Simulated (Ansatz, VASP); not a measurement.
AlN: VASP beside Ansatz

```xyz
4
Lattice="3.1110 0.0000 0.0000 -1.5555 2.6942 0.0842 0.0000 0.1556 4.9780" Properties=species:S:1:pos:R:3 pbc="T T T"
Al    0.0000    1.7961    0.0561
Al    1.5555    0.9759    2.5171
N     0.0000    1.8560    1.9727
N     1.5555    1.0357    4.4336
```

Change from the starting cell: strain +0.0625 x Voigt [0, 0, 0, 1, 0, 0], atoms carried along.

Alike in both runs: task single point; functional PBEsol; k mesh 9 × 9 × 6; occupations gaussian, width 0.05 eV; no spin polarisation.

|  | VASP | Ansatz |
| --- | --- | --- |
| version | VASP 6.6.1 | Ansatz 0.2.0 |
| potentials or method | VASP PAW PBE potentials, release 64 (Al, N), cutoff 520 eV | scalar-relativistic, plane waves, PAW |
| valence electrons in the cell | 16 | 16 |

VASP gave:

| Quantity | Value |
| --- | --- |
| gap on the k mesh at the Fermi level (eV) | 3.97 |
| least direct gap on the mesh (eV) | 3.97 |
| pressure (GPa) | 0.8 |
| traceless stress, the component that is largest in VASP (GPa) | -7.99 |
| rms of the force components (eV/Å) | 0.233 |

Question: Which values does Ansatz return?

Answer: gap on the k mesh at the Fermi level (eV): 3.95; least direct gap on the mesh (eV): 3.95; pressure (GPa): 0.8; traceless stress, the component that is largest in VASP (GPa): -7.93; rms of the force components (eV/Å): 0.229.

VASP's potentials were made for PBE, not for PBEsol. Atom by atom the forces differ by 0.004 eV/Å (rms over components).
